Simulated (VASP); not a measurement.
Write the native input for VASP 6.6.1 that does the following.

| Property | Result |
| --- | --- |
| Task | single point |
| Functional | PBE |
| Potentials or basis | VASP PAW PBE potentials, release 64 (Mg, I) |
| Cutoff | 520 eV |
| k mesh | 6 × 6 × 4 |
| Occupations | gaussian, width 0.05 eV |
| Spin | no spin polarisation |
| Dipole correction | no |
| Further INCAR settings | ALGO = Normal; EDIFF = 1e-07; NBANDS = 15 |

The structure of MgI2 lies in POSCAR:

```
MgI2
1.0
    4.1618263529      0.0000000000      0.0000000000
   -2.0809131765      3.6042473478      0.0000000000
    0.0000000000      0.0000000000      7.7274703875
Mg I
1 2
Direct
    0.0000000000      0.0000000000      0.0000000000
    0.3333333333      0.6666666667      0.7935475476
    0.6666666667      0.3333333333      0.2064524524
```

One way to write it, as run:

INCAR

```
ALGO     = Normal         # electronic algorithm
EDIFF    = 1E-7           # SCF threshold, eV
ENCUT    = 520            # plane-wave cutoff, eV
GGA      = PE             # functional
ISIF     = 2              # what is computed and relaxed
ISMEAR   = 0              # smearing method
LASPH    = T              # aspherical terms in the spheres
LCHARG   = T              # write CHGCAR
LELF     = T              # ELF
LREAL    = F              # projectors in reciprocal space
LVHAR    = T            
LWAVE    = F              # write WAVECAR
NBANDS   = 15             # bands
NELM     = 100            # most SCF steps
PREC     = Accurate       # precision mode
SIGMA    = 0.05           # smearing width, eV
```

KPOINTS

```
k-points
0
Gamma
  6 6 4
```

Potentials or basis: VASP PAW PBE potentials, release 64 (Mg, I).

Run with:

```bash
$ cat potpaw_PBE.64/Mg/POTCAR potpaw_PBE.64/I/POTCAR > POTCAR
$ mpirun -np 1 vasp_std > vasp.out
```

It gave:

The pressure is 1.7 GPa. The largest force is 0.479 eV/Å and the band gap on the k mesh is 3.75 eV, indirect (least direct gap 3.98 eV).

Caveat: spin-orbit coupling is left out, which moves the levels of the heavy elements; this functional lacks dispersion, which binds the layers, so the pressure and a relaxed spacing across them are unreliable.

Wall time 29 s on 1 thread of AMD EPYC 9R45 96-Core Processor (Zen 5) (shared host), peak memory 0.22 GiB.
